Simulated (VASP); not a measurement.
Input of a VASP 6.6.1 run:

File POSCAR:

```
Al3GaAs4
1.0
    4.0161484720      0.0000000000      0.0000000000
    0.0000000000      8.0282496333      0.0000000000
    0.0000000000      0.0000000000      5.6710988582
Al As Ga
3 4 1
Direct
    0.0000000000      0.7497988411      0.0000362120
    0.5000000000      0.0000000000      0.5005636556
    0.0000000000      0.2502011589      0.0000362120
    0.5000000000      0.7501811597      0.2495383796
    0.0000000000      0.0000000000      0.7503419566
    0.5000000000      0.2498188403      0.2495383796
    0.0000000000      0.5000000000      0.7502534569
    0.5000000000      0.5000000000      0.4996917477
```

Contents of INCAR.step1:

```
SYSTEM = Al3GaAs4
ALGO     = Normal         ! electronic algorithm
EDIFF    = 1E-5           ! SCF threshold, eV
ENCUT    = 550            ! plane-wave cutoff, eV
GGA      = PE             ! functional
GGA_COMPAT= .FALSE.      
ISMEAR   = 0              ! smearing method
LASPH    = .TRUE.         ! aspherical terms in the spheres
LCHARG   = .FALSE.        ! write CHGCAR
LREAL    = .FALSE.        ! projectors in reciprocal space
LWAVE    = .TRUE.         ! write WAVECAR
NBANDS   = 31             ! bands
NELM     = 120            ! most SCF steps
PREC     = Accurate       ! precision mode
SIGMA    = 0.01           ! smearing width, eV
```

The input INCAR.step2:

```
SYSTEM = Al3GaAs4
ALGO     = Normal         ! electronic algorithm
EDIFF    = 1E-6           ! SCF threshold, eV
ENCUT    = 550            ! plane-wave cutoff, eV
GGA_COMPAT= .FALSE.      
ISIF     = 2              ! what is computed and relaxed
ISMEAR   = 0              ! smearing method
ISTART   = 1            
LASPH    = .TRUE.         ! aspherical terms in the spheres
LCHARG   = .FALSE.        ! write CHGCAR
LMIXTAU  = .TRUE.       
LREAL    = .FALSE.        ! projectors in reciprocal space
LWAVE    = .FALSE.        ! write WAVECAR
METAGGA  = R2SCAN         ! meta-GGA
NBANDS   = 31             ! bands
NELM     = 120            ! most SCF steps
PREC     = Accurate       ! precision mode
SIGMA    = 0.01           ! smearing width, eV
```

Contents of KPOINTS:

```
k-points
0
G
  6 4 4
  0 0 0
```

Potentials or basis: VASP PAW PBE potentials, release 64 (Al, As, Ga_d).

Command:

```console
$ cat potpaw_PBE.64/Al/POTCAR potpaw_PBE.64/As/POTCAR potpaw_PBE.64/Ga_d/POTCAR > POTCAR
$ cp INCAR.step1 INCAR
$ mpirun -np 1 vasp_std > vasp.out
$ cp INCAR.step2 INCAR
$ mpirun -np 1 vasp_std > vasp.out
```

Question: Estimate the band gap on the k mesh.

Answer: 1.80 eV.

Question: What does it give for the largest force?

Answer: 0.016 eV/Å.

Forces on the atoms (eV/Å):
```
Al   0.000 -0.002  0.000
Al   0.000  0.000 -0.001
Al   0.000  0.002  0.000
As   0.000  0.014 -0.008
As   0.000  0.000  0.000
As   0.000 -0.014 -0.008
As   0.000  0.000  0.014
Ga   0.000  0.000  0.002
```

Caveat: the PAW data sets were made with another functional, which shifts forces and pressure a little. A k mesh can miss the band edges.
